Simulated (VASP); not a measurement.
# BiRu3 (Pm-3m) in VASP: a series of runs, part 2 of 2

VASP 6.6.1. The steps go on from the part before.

## Step 4: Relaxation of cell and atoms, PBE

This run uses another cell than the first one, of 16.35 Å³/atom.

File INCAR:

```
SYSTEM = BiRu3
ALGO = Normal
EDIFF = 1E-7
EDIFFG = -0.01
ENCUT = 500
GGA = PE
GGA_COMPAT = .FALSE.
IBRION = 2
ISIF = 3
ISMEAR = 0
LASPH = .TRUE.
LCHARG = .FALSE.
LREAL = .FALSE.
LWAVE = .FALSE.
NELM = 120
NELMIN = 4
NSW = 100
PREC = Accurate
SIGMA = 0.1
```

File KPOINTS:

```
k-points
0
G
  12 12 12
  0 0 0
```

File POSCAR:

```
BiRu3
1.0
    4.0287720512      0.0000000000      0.0000000000
    0.0000000000      4.0287720512      0.0000000000
    0.0000000000      0.0000000000      4.0287720512
Bi Ru
1 3
Direct
    0.0000000000      0.0000000000      0.0000000000
    0.0000000000      0.5000000000      0.5000000000
    0.5000000000      0.0000000000      0.5000000000
    0.5000000000      0.5000000000      0.0000000000
```

Potentials or basis: VASP PAW PBE potentials, release 64 (Bi_d, Ru_pv).

Run with:

```
$ cat potpaw_PBE.64/Bi_d/POTCAR potpaw_PBE.64/Ru_pv/POTCAR > POTCAR
$ mpirun -np 1 vasp_std > vasp.out
```

OUTCAR:

```text
SYSTEM = BiRu3
   EDIFF = 1E-7
   EDIFFG = -0.01
   ENCUT = 500
   GGA = PE
   IBRION = 2
   ISIF = 3
   ISMEAR = 0
   LASPH = .TRUE.
   LREAL = .FALSE.
   NELM = 120
   NELMIN = 4
   NSW = 100
   PREC = Accurate

 ion  position               nearest neighbor table
   1  0.000  0.000  0.000-   2 2.85   3 2.85   4 2.85   2 2.85   3 2.85   2 2.85   4 2.85   2 2.85
                             3 2.85   4 2.85   3 2.85   4 2.85
   2  0.000  0.500  0.500-   1 2.85   3 2.85   4 2.85   1 2.85   4 2.85   1 2.85   3 2.85   1 2.85
                             3 2.85   4 2.85   4 2.85   3 2.85
   3  0.500  0.000  0.500-   1 2.85   2 2.85   4 2.85   1 2.85   4 2.85   2 2.85   4 2.85   4 2.85
                             1 2.85   2 2.85   1 2.85   2 2.85
   4  0.500  0.500  0.000-   1 2.85   2 2.85   3 2.85   2 2.85   3 2.85   1 2.85   3 2.85   3 2.85
                             1 2.85   2 2.85   2 2.85   1 2.85

  LATTYP: Found a simple cubic cell.
 ALAT       =     4.0287720512

  Lattice vectors:

 A1 = (   4.0287720512,   0.0000000000,   0.0000000000)
 A2 = (   0.0000000000,   4.0287720512,   0.0000000000)
 A3 = (   0.0000000000,   0.0000000000,   4.0287720512)

Analysis of symmetry for initial positions (statically):
=====================================================================
 Subroutine PRICEL returns:
 Original cell was already a primitive cell.

 Routine SETGRP: Setting up the symmetry group for a
 simple cubic supercell.

 Subroutine GETGRP returns: Found 48 space group operations
 (whereof 48 operations were pure point group operations)
 out of a pool of 48 trial point group operations.

The static configuration has the point symmetry O_h .

Analysis of symmetry for dynamics (positions and initial velocities):
=====================================================================
 Subroutine PRICEL returns:
 Original cell was already a primitive cell.

 Routine SETGRP: Setting up the symmetry group for a
 simple cubic supercell.

 Subroutine GETGRP returns: Found 48 space group operations
 (whereof 48 operations were pure point group operations)
 out of a pool of 48 trial point group operations.

The dynamic configuration has the point symmetry O_h .

 Subroutine INISYM returns: Found 48 space group operations
 (whereof 48 operations are pure point group operations),
 and found     1 'primitive' translations

----------------------------------------------------------------------------------------

                                     Primitive cell

  volume of cell :      65.3910

  direct lattice vectors                    reciprocal lattice vectors
     4.028772051  0.000000000  0.000000000     0.248214589  0.000000000  0.000000000
     0.000000000  4.028772051  0.000000000     0.000000000  0.248214589  0.000000000
     0.000000000  0.000000000  4.028772051     0.000000000  0.000000000  0.248214589

  length of vectors
     4.028772051  4.028772051  4.028772051     0.248214589  0.248214589  0.248214589

  position of ions in fractional coordinates (direct lattice)
     0.000000000  0.000000000  0.000000000
     0.000000000  0.500000000  0.500000000
     0.500000000  0.000000000  0.500000000
[... 36 lines left out ...]
            Coordinates               Weight
  0.000000  0.000000  0.000000      1.000000
  0.083333  0.000000  0.000000      6.000000
  0.166667  0.000000  0.000000      6.000000
  0.250000  0.000000  0.000000      6.000000
  0.333333  0.000000  0.000000      6.000000
  0.416667  0.000000  0.000000      6.000000
[... 16 lines left out ...]
  0.333333  0.333333  0.000000     12.000000
  0.416667  0.333333  0.000000     24.000000
 [... further k-points ...]
   k-points           NKPTS =     84   k-points in BZ     NKDIM =     84   number of bands    NBANDS=     34
   number of dos      NEDOS =    301   number of ions     NIONS =      4
   total plane-waves  NPLWV =  27000
   dimension x,y,z NGX =    30 NGY =   30 NGZ =   30
   dimension x,y,z NGXF=    60 NGYF=   60 NGZF=   60
   ions per type =               1   3
   NGX,Y,Z   is equivalent  to a cutoff of  12.38, 12.38, 12.38 a.u.
   NGXF,Y,Z  is equivalent  to a cutoff of  24.76, 24.76, 24.76 a.u.
 SYSTEM =  BiRu3
   PREC   = accura    normal or accurate (medium, high low for compatibility)
   ISTART =      0    job   : 0-new  1-cont  2-samecut
   ICHARG =      2    charge: 1-file 2-atom 10-const
   ISPIN  =      1    spin polarized calculation?
   LNONCOLLINEAR =      F non collinear calculations
   LSORBIT =      F    spin-orbit coupling
   LASPH  =      T    aspherical Exc in radial PAW
   ENCUT  =  500.0 eV  36.75 Ry    6.06 a.u.   7.35  7.35  7.35*2*pi/ulx,y,z
   NELM   =    120;   NELMIN=  4; NELMDL= -5     # of ELM steps
   EDIFF  = 0.1E-06   stopping-criterion for ELM
   LREAL  =      F    real-space projection
   EDIFFG = -.1E-01   stopping-criterion for IOM
   NSW    =    100    number of steps for IOM
   IBRION =      2    ionic relax: 0-MD 1-quasi-New 2-CG
   NFREE  =      1    steps in history (QN), initial steepest desc. (CG)
   ISIF   =      3    stress and relaxation
   ISYM   =      2    0-nonsym 1-usesym 2-fastsym
   POTIM  = 0.5000    time-step for ionic-motion
   TEBEG  =    0.0;   TEEND  =   0.0 temperature during run
   PSTRESS=    0.0 pullay stress
   NELECT =      57.0000    total number of electrons
   NUPDOWN=      -1.0000    fix difference up-down
   EMIN   =  10.00;   EMAX   =-10.00  energy-range for DOS
   EFERMI =   0.00;   METHOD = LEGACY
   ISMEAR =     0;   SIGMA  =   0.10  broadening in eV -4-tet -1-fermi 0-gaus
   EFERMI_NEDOS =   21; number of points for ismear=-14 and -15
   IALGO  =     38    algorithm
   IMIX   =      4    mixing-type and parameters
     AMIX     =   0.40;   BMIX     =  1.00
     AMIX_MAG =   1.60;   BMIX_MAG =  1.00
  volume/ion in A,a.u.               =      16.35       110.32
  Fermi-wavevector in a.u.,A,eV,Ry     =   1.563845  2.955239 33.274568  2.445612
  Thomas-Fermi vector in A             =   2.666556
   LORBIT       =      0    0 simple, 1 ext, 2 COOP (PROOUT), +10 PAW based schemes
   GGA     = PE    functional components
   LHFCALC =     F    Hartree Fock is set to
   AEXX    =    0.0000 exact exchange contribution
   IVDW    =     0    specifies the selected vdW correction
   LEPSILON=     F    determine dielectric tensor
   LRPA    =     F    only Hartree local field effects (RPA)
 conjugate gradient relaxation of ions
 non-spin polarized calculation
 Gauss-broadening in eV      SIGMA  =   0.10
  energy-cutoff  :      500.00
  volume of cell :       65.39
 maximum number of plane-waves:      1683
 NGX is ok and might be reduce to    30
   NGX = 15   NGY = 15   NGZ = 15

--------------------------------------- Ionic step        1  -------------------------------------------

 number of electron      57.0000041 magnetization

 Free energy of the ion-electron system (eV)
  ---------------------------------------------------
  ext. energy  EPLUGINS =         0.00000000
  ---------------------------------------------------
  free energy    TOTEN  =       -28.99794930 eV

  energy without entropy =      -28.94196121  energy(sigma->0) =      -28.96995525

------------------------ aborting loop because EDIFF is reached ----------------------------------------

  FORCE on cell =-STRESS in cart. coord.  units (eV):
  Direction    XX          YY          ZZ          XY          YZ          ZX
  --------------------------------------------------------------------------------------
  -------------------------------------------------------------------------------------
  Total       -0.0750750     -0.0750750     -0.0750750     -0.0000000      0.0000000     -0.0000000
  in kB       -1.8394496     -1.8394496     -1.8394496     -0.0000000      0.0000000     -0.0000000
  external PRESSURE =      -1.8394496 kB  Pullay stress =       0.0000000 kB
[... 63 lines left out ...]
--------------------------------------- Ionic step        3  -------------------------------------------

 number of electron      57.0000040 magnetization

 Free energy of the ion-electron system (eV)
  ---------------------------------------------------
  ext. energy  EPLUGINS =         0.00000000
  ---------------------------------------------------
  free energy    TOTEN  =       -28.99798613 eV

  energy without entropy =      -28.94212923  energy(sigma->0) =      -28.97005768

 E-fermi :  11.7224     XC(G=0): -13.1614

 val. band max:       11.7146712395   @ k =   0.1667   0.0833   0.0833
 cond. band min:      11.7226366836   @ k =   0.4167   0.3333   0.0000
 fundamental gap:      0.0079654441
 Fermi energy:        11.7224031516

 k-point     1 :       0.0000    0.0000    0.0000
  band No.  band energies     occupation
      1     -30.7186      2.00000
      2     -30.7186      2.00000
      3     -30.7186      2.00000
      4     -30.4425      2.00000
      5     -30.4425      2.00000
      6     -30.4425      2.00000
[... 877 lines left out ...]
     33      14.6932      0.00000
     34      16.7572      0.00000

 [... further k-points ...]
[... 5 lines left out ...]
  --------------------------------------------------------------------------------------
  -------------------------------------------------------------------------------------
  Total        0.0025014      0.0025014      0.0025014     -0.0000000     -0.0000000     -0.0000000
  in kB        0.0613480      0.0613480      0.0613480     -0.0000000     -0.0000000     -0.0000000
  external PRESSURE =       0.0613480 kB  Pullay stress =       0.0000000 kB
[... 19 lines left out ...]
  FREE ENERGIE OF THE ION-ELECTRON SYSTEM (eV)
  ---------------------------------------------------
  free  energy   TOTEN  =       -28.9979861327 eV

  energy  without entropy=      -28.9421292307  energy(sigma->0) =      -28.97005768

 reached required accuracy - stopping structural energy minimisation
```

Run time: 2.4 min. Hardware: 1 thread of Intel Xeon 6975P-C (Granite Rapids), shared host; peak memory 0.27 GiB.

Results:

```yaml
Free_energy: -28.9980 eV
Relaxed_volume: 16.33 Å³/atom
Relaxed_cell: a = 4.027 Å, b = 4.027 Å, c = 4.027 Å, α = 90.00°, β = 90.00°, γ = 90.00°
Space_group_after_relaxing_to_0.1_Å: Pm-3m (No. 221)
Energy_gained_by_relaxing: 0.0 meV/atom
Ionic_steps: 3
Pressure_after_relaxing: 0.0 GPa
Band_gap_on_the_k_mesh: zero (an odd number of electrons rules out a gap without spin polarisation)
```

Final structure:
```cif
data_structure
_symmetry_space_group_name_H-M 'P 1'
_symmetry_Int_Tables_number 1
_cell_length_a 4.0275
_cell_length_b 4.0275
_cell_length_c 4.0275
_cell_angle_alpha 90.000
_cell_angle_beta 90.000
_cell_angle_gamma 90.000
_cell_volume 65.33
loop_
_atom_site_label
_atom_site_type_symbol
_atom_site_fract_x
_atom_site_fract_y
_atom_site_fract_z
_atom_site_occupancy
Bi1 Bi 0.00000 0.00000 0.00000 1
Ru1 Ru 0.00000 0.50000 0.50000 1
Ru2 Ru 0.50000 0.00000 0.50000 1
Ru3 Ru 0.50000 0.50000 0.00000 1
```

Levels at points of the mesh, in eV from the Fermi level:
```
           k point  band 27  band 28  band 29  band 30  band 31  band 32
(0.00, 0.00, 0.00)    -0.73     0.55     0.55     1.41     1.88     1.88
(0.50, 0.00, 0.00)    -0.70    -0.70    -0.46     0.66     1.88     2.44
(0.50, 0.50, 0.00)    -0.94    -0.35    -0.27    -0.20    -0.06     2.48
(0.50, 0.50, 0.50)    -0.77    -0.21    -0.21     0.47     0.74     1.47
```

Caveat: spin-orbit coupling is left out, which moves the levels of the heavy elements.

## Step 5: Overview

| task | cell | k mesh | gap on the mesh (eV) | pressure (GPa) | relaxed volume (Å³/atom) |
| --- | --- | --- | --- | --- | --- |
| relaxation of cell and atoms | relaxed from a = 4.083 Å, 4 atoms | 4 × 4 × 4 | none | -0.1 | 16.38 |
| single point | a = 4.027 Å, 4 atoms | 12 × 12 × 12 | none | 0.1 | - |
| relaxation of cell and atoms | relaxed from a = 4.029 Å, 4 atoms | 12 × 12 × 12 | none | 0.0 | 16.33 |

Alike in all rows: level PBE; potentials or basis VASP PAW PBE potentials, release 64 (Bi_d, Ru_pv); no spin polarisation; cutoff (eV) 500; smearing gaussian 0.1 eV.

Caveats: some runs use coarse meshes; spin-orbit coupling is left out, which moves the levels of the heavy elements.

Absolute energies hang on the potentials; compare differences alone.
